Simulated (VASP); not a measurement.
Set up this calculation in VASP 6.6.1, as the native input.

| Quantity | Value |
| --- | --- |
| Task | relaxation of cell and atoms |
| Functional | PBE |
| Potentials or basis | VASP PAW PBE potentials, release 64 (Ga_d, N) |
| Cutoff | 600 eV |
| k mesh | 10 × 10 × 10 |
| Occupations | gaussian, width 0.02 eV |
| Spin | no spin polarisation |
| Target pressure | 2 GPa |
| Dipole correction | no |
| Further INCAR settings | ALGO = Normal; EDIFF = 1e-07; IBRION = 2; EDIFFG = -0.008; NSW = 70; ISIF = 3 |

The structure of GaN lies in POSCAR:

```
GaN
1.0
    0.0000000000      2.2597343872      2.2597343872
    2.2597343872      0.0000000000      2.2597343872
    2.2597343872      2.2597343872      0.0000000000
Ga N
1 1
Direct
    0.0000000000      0.0000000000      0.0000000000
    0.7500000000      0.7500000000      0.7500000000
```

These files were run (other wordings do the same):

INCAR

```
SYSTEM = GaN
ALGO = Normal
EDIFF = 1E-7
EDIFFG = -0.008
ENCUT = 600
GGA = PE
IBRION = 2
ISIF = 3
ISMEAR = 0
LASPH = .TRUE.
LCHARG = .FALSE.
LREAL = .FALSE.
LWAVE = .FALSE.
NELM = 80
NSW = 70
PREC = Accurate
PSTRESS = 20.0
SIGMA = 0.02
```

KPOINTS

```
k-points
0
G
  10 10 10
  0 0 0
```

Potentials or basis: VASP PAW PBE potentials, release 64 (Ga_d, N).

Run with:

```console
$ cat potpaw_PBE.64/Ga_d/POTCAR potpaw_PBE.64/N/POTCAR > POTCAR
$ mpirun -np 1 vasp_std > vasp.out
```

Results of the run:

```yaml
Relaxed_volume: 11.63 Å³/atom
Relaxed_cell: a = 3.204 Å, b = 3.204 Å, c = 3.204 Å, α = 60.00°, β = 60.00°, γ = 60.00°
Space_group_after_relaxing_to_0.05_Å: F-43m (No. 216)
Energy_change_on_relaxing_the_enthalpy_is_what_falls: -1.5 meV/atom
Ionic_steps: 3
Pressure_after_relaxing: 2.1 GPa
Band_gap_on_the_k_mesh: 1.62 eV, direct
```

Caveat: the cell is relaxed towards a set pressure, so the enthalpy falls and the energy may rise.

Wall time 88 s on 1 thread of Intel Xeon 8259CL, with other jobs on the host, peak memory 0.17 GiB.
